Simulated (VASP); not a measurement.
Set up this calculation in VASP 6.6.1, as the native input.

| Property | Result |
| --- | --- |
| Task | single point |
| Functional | r2SCAN |
| Potentials or basis | VASP PAW PBE potentials, release 64 (Mo_sv) |
| Cutoff | 520 eV |
| k mesh | 18 × 18 × 18 |
| Occupations | gaussian, width 0.15 eV |
| Spin | no spin polarisation |
| Dipole correction | no |
| Further INCAR settings | ALGO = Normal; EDIFF = 1e-07; NBANDS = 13 |

Mo:

```
CELL_PARAMETERS angstrom
2.81758 0.00000 0.00000
-1.40879 2.44009 0.00000
0.00000 0.00000 2.47853
ATOMIC_POSITIONS crystal
Mo 0.00000 0.00000 0.50000
```

This cell differs from its parent crystal: strain +0.030 along x and y, -0.030 along z.

These files were run (other wordings do the same):

POSCAR

```
Mo
1.0
    2.8175757091      0.0000000000      0.0000000000
   -1.4087878546      2.4400921412      0.0000000000
    0.0000000000      0.0000000000      2.4785252790
Mo
1
Direct
    0.0000000000      0.0000000000      0.5000000000
```

INCAR.step1

```
ALGO = Normal ; EDIFF = 1E-4
ENCUT = 520 ; GGA = PE
ISMEAR = 0 ; LASPH = True
LCHARG = False ; LREAL = False
LWAVE = True ; NBANDS = 13
NELM = 100 ; PREC = Accurate
SIGMA = 0.15
```

INCAR.step2

```
ALGO = Normal ; EDIFF = 1E-7
ENCUT = 520 ; ISIF = 2
ISMEAR = 0 ; ISTART = 1
LASPH = True ; LCHARG = False
LMIXTAU = True ; LREAL = False
LWAVE = False ; METAGGA = R2SCAN
NBANDS = 13 ; NELM = 100
PREC = Accurate ; SIGMA = 0.15
```

KPOINTS

```
k-points
0
Gamma
  18 18 18
```

Potentials or basis: VASP PAW PBE potentials, release 64 (Mo_sv).

Command:

```bash
$ cat potpaw_PBE.64/Mo_sv/POTCAR > POTCAR
$ cp INCAR.step1 INCAR
$ mpirun -np 1 vasp_std > vasp.out
$ cp INCAR.step2 INCAR
$ mpirun -np 1 vasp_std > vasp.out
```

It gave:

```json
{
 "Pressure": "-4.2 GPa",
 "Band gap on the k mesh": "zero (bands 7 and 8 overlap by 1.74 eV)"
}
```

Caveat: the cell differs from its parent crystal (strain +0.030 along x and y, -0.030 along z); the cell stands under tension; the PAW data sets were made with another functional, which shifts forces and pressure a little.

Run time: 3.9 min on 1 thread of Intel(R) Xeon(R) Platinum 8375C CPU @ 2.90GHz (Ice Lake) (shared host), peak memory 0.2 GiB.
